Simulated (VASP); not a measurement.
A run of VASP 6.6.1 is set up as follows.

INCAR

```
SYSTEM = In
PREC = Accurate
ENCUT = 520
EDIFF = 1E-6
ISMEAR = 0
SIGMA = 0.15
LREAL = .FALSE.
LASPH = .TRUE.
NELM = 100
ALGO = Fast
ISIF = 2
LWAVE = .FALSE.
LCHARG = .FALSE.
GGA = PE
NBANDS = 12
```

File KPOINTS:

```
regular mesh
0
G
  18 18 18
  0 0 0
```

The input POSCAR:

```
In
1.0
   -1.7177366470      1.7177366470      2.5595397362
    1.7177366470     -1.7177366470      2.5595397362
    1.6724772910      1.6724772910     -2.5595397362
In
1
Direct
    0.0000000000      0.0000000000      0.0000000000
```

Potentials or basis: VASP PAW PBE potentials, release 64 (In_d).

Run with:

```bash
$ cat potpaw_PBE.64/In_d/POTCAR > POTCAR
$ mpirun -np 1 vasp_std > vasp.out
```

Q: Estimate the pressure.

A: -2.1 GPa.

Q: Predict the band gap on the k mesh.

A: Zero (an odd number of electrons rules out a gap without spin polarisation).

Caveat: the cell differs from its parent crystal (engineering shear strain xy -0.0267, normal strain along z +0.0700); spin-orbit coupling is left out, which moves the levels of the heavy elements.
